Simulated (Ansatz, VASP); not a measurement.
**One calculation of Mo, two programs**

```
Mo
1.0
    -1.57365    1.57365    1.57365
     1.57365   -1.57365    1.57365
     1.57365    1.57365   -1.57365
Mo
1
Direct
  0.00000 0.00000 0.00000
```

Alike in both runs: task relaxation of cell and atoms; functional BLYP; k mesh 14 × 14 × 14; occupations fermi-dirac, width 0.1 eV; no spin polarisation.

```csv
,VASP,Ansatz
version,VASP 6.6.1,Ansatz 0.2.0
potentials or method,"VASP PAW PBE potentials, release 64 (Mo_sv), cutoff 600 eV","plane waves (420 eV) with PAW, scalar-relativistic"
valence electrons in the cell,14,14
```

|  | VASP | Ansatz | Ansatz less VASP |
| --- | --- | --- | --- |
| relaxed volume (Å³/atom) | 16.50 | 16.43 | -0.062 |
| relaxed cell length with the largest relative difference (Å) | 2.778 | 2.774 | -0.0035 |

VASP's potentials were made for PBE, not for BLYP.
